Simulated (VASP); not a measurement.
# Rb (Im-3m) in VASP: a series of runs

Runs on Rb. Level: PBE. Tasks: single point.

Program: VASP 6.6.1. These are calculated values, not measurements. Logs are shortened: lines on timing, memory, paths and dates and some standing lists are left out, and cuts for length are marked.

### Step 1. The cell of the first run

Symmetry: Im-3m, No. 229, cubic system. Conventional cell: a = 5.781 Å, b = 5.781 Å, c = 5.781 Å, α = 90.00°, β = 90.00°, γ = 90.00°.

### Step 2. Single point, PBE (volume scaled by 1.06)

The input, INCAR:

```
PREC = Accurate
ENCUT = 520
EDIFF = 1E-6
ISMEAR = 0
SIGMA = 0.1
LREAL = F
LASPH = T
NELM = 60
ALGO = Normal
ISIF = 2
LWAVE = F
LCHARG = F
GGA = PE
NBANDS = 10
```

The input, KPOINTS:

```
Automatic mesh
0
Gamma
  10 10 10
```

The input, POSCAR:

```
Rb
1.0
   -2.8906136633      2.8906136633      2.8906136633
    2.8906136633     -2.8906136633      2.8906136633
    2.8906136633      2.8906136633     -2.8906136633
Rb
1
Direct
    0.0000000000      0.0000000000      0.0000000000
```

Potentials or basis: VASP PAW PBE potentials, release 64 (Rb_sv).

Started as:

```console
$ cat potpaw_PBE.64/Rb_sv/POTCAR > POTCAR
$ mpirun -np 1 vasp_std > vasp.out
```

OUTCAR:

```text
PREC = Accurate
   ENCUT = 520
   EDIFF = 1E-6
   ISMEAR = 0
   LREAL = F
   LASPH = T
   NELM = 60
   ISIF = 2
   GGA = PE

 ion  position               nearest neighbor table
   1  0.000  0.000  0.000-

  LATTYP: Found a body centered cubic cell.
 ALAT       =     5.7812273266

  Lattice vectors:

 A1 = (  -2.8906136633,   2.8906136633,   2.8906136633)
 A2 = (   2.8906136633,  -2.8906136633,   2.8906136633)
 A3 = (   2.8906136633,   2.8906136633,  -2.8906136633)

Analysis of symmetry for initial positions (statically):
=====================================================================
 Subroutine PRICEL returns:
 Original cell was already a primitive cell.

 Routine SETGRP: Setting up the symmetry group for a
 body centered cubic supercell.

 Subroutine GETGRP returns: Found 48 space group operations
 (whereof 48 operations were pure point group operations)
 out of a pool of 48 trial point group operations.

The static configuration has the point symmetry O_h .

Analysis of symmetry for dynamics (positions and initial velocities):
=====================================================================
 Subroutine PRICEL returns:
 Original cell was already a primitive cell.

 Routine SETGRP: Setting up the symmetry group for a
 body centered cubic supercell.

 Subroutine GETGRP returns: Found 48 space group operations
 (whereof 48 operations were pure point group operations)
 out of a pool of 48 trial point group operations.

The dynamic configuration has the point symmetry O_h .

 Subroutine INISYM returns: Found 48 space group operations
 (whereof 48 operations are pure point group operations),
 and found     1 'primitive' translations

----------------------------------------------------------------------------------------

                                     Primitive cell

  volume of cell :      96.6118

  direct lattice vectors                    reciprocal lattice vectors
    -2.890613663  2.890613663  2.890613663     0.000000000  0.172973651  0.172973651
     2.890613663 -2.890613663  2.890613663     0.172973651  0.000000000  0.172973651
     2.890613663  2.890613663 -2.890613663     0.172973651  0.172973651  0.000000000

  length of vectors
     5.006689730  5.006689730  5.006689730     0.244621684  0.244621684  0.244621684

  position of ions in fractional coordinates (direct lattice)
     0.000000000  0.000000000  0.000000000

  ion indices of the primitive-cell ions
   primitive index   ion index
                 1           1

----------------------------------------------------------------------------------------

 KPOINTS: Automatic mesh

Automatic generation of k-mesh.
 Grid dimensions read from file:
 generate k-points for:   10   10   10

 Generating k-lattice:

  Cartesian coordinates                     Fractional coordinates (reciprocal lattice)
     0.000000000  0.017297365  0.017297365     0.100000000  0.000000000  0.000000000
     0.017297365  0.000000000  0.017297365     0.000000000  0.100000000  0.000000000
     0.017297365  0.017297365  0.000000000     0.000000000  0.000000000  0.100000000

  Length of vectors
     0.024462168  0.024462168  0.024462168

  Shift w.r.t. Gamma in fractional coordinates (k-lattice)
     0.000000000  0.000000000  0.000000000

 Subroutine IBZKPT returns following result:
 ===========================================

 Found     47 irreducible k-points:

 Following reciprocal coordinates:
            Coordinates               Weight
  0.000000  0.000000  0.000000      1.000000
  0.100000  0.000000  0.000000     12.000000
  0.200000  0.000000  0.000000     12.000000
  0.300000  0.000000  0.000000     12.000000
  0.400000  0.000000  0.000000     12.000000
  0.500000  0.000000  0.000000      6.000000
[... 16 lines left out ...]
  0.300000  0.300000  0.100000      8.000000
 -0.300000  0.300000  0.100000     24.000000
 [... further k-points ...]
   k-points           NKPTS =     47   k-points in BZ     NKDIM =     47   number of bands    NBANDS=     10
   number of dos      NEDOS =    301   number of ions     NIONS =      1
   total plane-waves  NPLWV =  64000
   dimension x,y,z NGX =    40 NGY =   40 NGZ =   40
   dimension x,y,z NGXF=    80 NGYF=   80 NGZF=   80
   ions per type =               1
   NGX,Y,Z   is equivalent  to a cutoff of  13.28, 13.28, 13.28 a.u.
   NGXF,Y,Z  is equivalent  to a cutoff of  26.56, 26.56, 26.56 a.u.
 SYSTEM =  unknown system
   PREC   = accura    normal or accurate (medium, high low for compatibility)
   ISTART =      0    job   : 0-new  1-cont  2-samecut
   ICHARG =      2    charge: 1-file 2-atom 10-const
   ISPIN  =      1    spin polarized calculation?
   LNONCOLLINEAR =      F non collinear calculations
   LSORBIT =      F    spin-orbit coupling
   LASPH  =      T    aspherical Exc in radial PAW
   ENCUT  =  520.0 eV  38.22 Ry    6.18 a.u.   9.31  9.31  9.31*2*pi/ulx,y,z
   NELM   =     60;   NELMIN=  2; NELMDL= -5     # of ELM steps
   EDIFF  = 0.1E-05   stopping-criterion for ELM
   LREAL  =      F    real-space projection
   EDIFFG = 0.1E-04   stopping-criterion for IOM
   NSW    =      0    number of steps for IOM
   IBRION =     -1    ionic relax: 0-MD 1-quasi-New 2-CG
   NFREE  =      0    steps in history (QN), initial steepest desc. (CG)
   ISIF   =      2    stress and relaxation
   ISYM   =      2    0-nonsym 1-usesym 2-fastsym
   POTIM  = 0.5000    time-step for ionic-motion
   TEBEG  =    0.0;   TEEND  =   0.0 temperature during run
   PSTRESS=    0.0 pullay stress
   NELECT =       9.0000    total number of electrons
   NUPDOWN=      -1.0000    fix difference up-down
   EMIN   =  10.00;   EMAX   =-10.00  energy-range for DOS
   EFERMI =   0.00;   METHOD = LEGACY
   ISMEAR =     0;   SIGMA  =   0.10  broadening in eV -4-tet -1-fermi 0-gaus
   EFERMI_NEDOS =   21; number of points for ismear=-14 and -15
   IALGO  =     38    algorithm
   IMIX   =      4    mixing-type and parameters
     AMIX     =   0.40;   BMIX     =  1.00
     AMIX_MAG =   1.60;   BMIX_MAG =  1.00
  volume/ion in A,a.u.               =      96.61       651.97
  Fermi-wavevector in a.u.,A,eV,Ry     =   0.742128  1.402419  7.493467  0.550754
  Thomas-Fermi vector in A             =   1.836933
   LORBIT       =      0    0 simple, 1 ext, 2 COOP (PROOUT), +10 PAW based schemes
   GGA     = PE    functional components
   LHFCALC =     F    Hartree Fock is set to
   AEXX    =    0.0000 exact exchange contribution
   IVDW    =     0    specifies the selected vdW correction
   LEPSILON=     F    determine dielectric tensor
   LRPA    =     F    only Hartree local field effects (RPA)
 non-spin polarized calculation
 Gauss-broadening in eV      SIGMA  =   0.10
  energy-cutoff  :      520.00
  volume of cell :       96.61
 maximum number of plane-waves:      2624
 NGX is ok and might be reduce to    40
   NGX = 19   NGY = 19   NGZ = 19

 number of electron       9.0000000 magnetization

 Free energy of the ion-electron system (eV)
  ---------------------------------------------------
  ext. energy  EPLUGINS =         0.00000000
  ---------------------------------------------------
  free energy    TOTEN  =        -0.93343794 eV

  energy without entropy =       -0.92722026  energy(sigma->0) =       -0.93032910

 E-fermi :  -0.1164     XC(G=0):  -5.3249

 val. band max:       -0.1194180235   @ k =  -0.3000   0.4000   0.2000
 cond. band min:      -0.0385659813   @ k =  -0.4000   0.4000   0.2000
 fundamental gap:      0.0808520422
 Fermi energy:        -0.1164000672

 k-point     1 :       0.0000    0.0000    0.0000
  band No.  band energies     occupation
      1     -29.0542      2.00000
      2     -13.1015      2.00000
      3     -13.1015      2.00000
      4     -13.1015      2.00000
      5      -2.0114      2.00000
      6       3.5040      0.00000
      7       3.5040      0.00000
      8       3.5040      0.00000
      9       4.3973      0.00000
     10       4.3973      0.00000

 k-point     2 :       0.1000    0.0000    0.0000
  band No.  band energies     occupation
      1     -29.0539      2.00000
      2     -13.1091      2.00000
      3     -13.1041      2.00000
      4     -13.1015      2.00000
      5      -1.8996      2.00000
      6       3.3155      0.00000
      7       3.3481      0.00000
      8       3.6046      0.00000
      9       4.1891      0.00000
     10       4.3542      0.00000

 k-point     3 :       0.2000    0.0000    0.0000
  band No.  band energies     occupation
      1     -29.0531      2.00000
      2     -13.1286      2.00000
      3     -13.1106      2.00000
      4     -13.1015      2.00000
      5      -1.5734      2.00000
      6       2.6876      0.00000
      7       3.0267      0.00000
      8       3.9015      0.00000
      9       4.1696      0.00000
     10       4.3043      0.00000

 k-point     4 :       0.3000    0.0000    0.0000
  band No.  band energies     occupation
      1     -29.0522      2.00000
      2     -13.1525      2.00000
      3     -13.1187      2.00000
      4     -13.1015      2.00000
      5      -1.0604      2.00000
      6       1.9359      0.00000
      7       2.7242      0.00000
      8       4.2451      0.00000
      9       4.3556      0.00000
     10       4.3793      0.00000
[... 222 lines left out ...]
 k-point    22 :      -0.2000    0.2000    0.1000
  band No.  band energies     occupation
      1     -29.0529      2.00000
      2     -13.1285      2.00000
      3     -13.1133      2.00000
      4     -13.1076      2.00000
      5      -1.4663      2.00000
      6       2.7197      0.00000
      7       3.0221      0.00000
      8       3.5125      0.00000
      9       3.9097      0.00000
     10       4.7711      0.00000

 k-point    23 :       0.3000    0.3000    0.1000
  band No.  band energies     occupation
      1     -29.0509      2.00000
      2     -13.1499      2.00000
      3     -13.1499      2.00000
      4     -13.1175      2.00000
      5       0.9989      0.00000
      6       0.9989      0.00000
      7       1.1416      0.00000
      8       2.9854      0.00000
      9       4.9152      0.00000
     10       4.9152      0.00000

 k-point    24 :      -0.3000    0.3000    0.1000
  band No.  band energies     occupation
      1     -29.0519      2.00000
      2     -13.1514      2.00000
      3     -13.1214      2.00000
      4     -13.1073      2.00000
      5      -0.9584      2.00000
      6       1.9725      0.00000
      7       2.7530      0.00000
      8       3.5603      0.00000
      9       4.3775      0.00000
     10       4.7879      0.00000

 [... further k-points ...]
[... 5 lines left out ...]
  --------------------------------------------------------------------------------------
  -------------------------------------------------------------------------------------
  Total       -0.0847895     -0.0847895     -0.0847895     -0.0000000      0.0000000     -0.0000000
  in kB       -1.4061205     -1.4061205     -1.4061205     -0.0000000      0.0000000     -0.0000000
  external PRESSURE =      -1.4061205 kB  Pullay stress =       0.0000000 kB

 VOLUME and BASIS-vectors are now :
 -----------------------------------------------------------------------------
  energy-cutoff  :      520.00
  volume of cell :       96.61
      direct lattice vectors                 reciprocal lattice vectors
    -2.890613663  2.890613663  2.890613663     0.000000000  0.172973651  0.172973651
     2.890613663 -2.890613663  2.890613663     0.172973651  0.000000000  0.172973651
     2.890613663  2.890613663 -2.890613663     0.172973651  0.172973651  0.000000000

 POSITION                                       TOTAL-FORCE (eV/Angst)
 -----------------------------------------------------------------------------------
      0.00000      0.00000      0.00000        -0.000000     -0.000000     -0.000000
 -----------------------------------------------------------------------------------
    total drift:                                0.000000      0.000000     -0.000000

  FREE ENERGIE OF THE ION-ELECTRON SYSTEM (eV)
  ---------------------------------------------------
  free  energy   TOTEN  =        -0.9334379449 eV

  energy  without entropy=       -0.9272202643  energy(sigma->0) =       -0.93032910
```

It took 43 s on 1 thread of Intel Xeon Platinum 8259CL at 2.50GHz (Skylake/Cascade Lake), shared host; peak memory 0.24 GiB.

What came out:

- Free energy: -0.9334 eV
- Pressure: -0.1 GPa

### Step 3. Single point, PBE (volume scaled by 1.10)

The input, INCAR:

```
PREC = Accurate
ENCUT = 520
EDIFF = 1E-6
ISMEAR = 0
SIGMA = 0.1
LREAL = F
LASPH = T
NELM = 80
ALGO = Normal
ISIF = 2
LWAVE = F
LCHARG = T
GGA = PE
LELF = T
LVHAR = T
NBANDS = 10
```

The input, KPOINTS:

```
regular mesh
0
Gamma
  10 10 10
```

The input, POSCAR:

```
Rb
1.0
   -2.9265255796      2.9265255796      2.9265255796
    2.9265255796     -2.9265255796      2.9265255796
    2.9265255796      2.9265255796     -2.9265255796
Rb
1
Direct
    0.0000000000      0.0000000000      0.0000000000
```

Potentials or basis: VASP PAW PBE potentials, release 64 (Rb_sv).

Started as:

```console
$ cat potpaw_PBE.64/Rb_sv/POTCAR > POTCAR
$ mpirun -np 1 vasp_std > vasp.out
```

Wall time 48 s (1 thread of Intel Xeon Platinum 8259CL at 2.50GHz (Skylake/Cascade Lake), shared host); peak memory 0.24 GiB.

Results (log left out):

- Free energy: -0.9293 eV
- Pressure: -0.2 GPa

Levels at points of the mesh, in eV from the Fermi level:
| k point | band 2 | band 3 | band 4 | band 5 | band 6 | band 7 | band 8 | band 9 |
| --- | --- | --- | --- | --- | --- | --- | --- | --- |
| (0.00, 0.00, 0.00) | -13.01 | -13.01 | -13.01 | -1.85 | 3.58 | 3.58 | 3.58 | 4.45 |
| (0.50, 0.00, 0.00) | -13.08 | -13.03 | -13.01 | 0.25 | 0.72 | 2.56 | 4.04 | 4.90 |
| (0.50, 0.50, 0.50) | -13.06 | -13.06 | -13.06 | 1.31 | 1.31 | 3.01 | 3.01 | 3.01 |
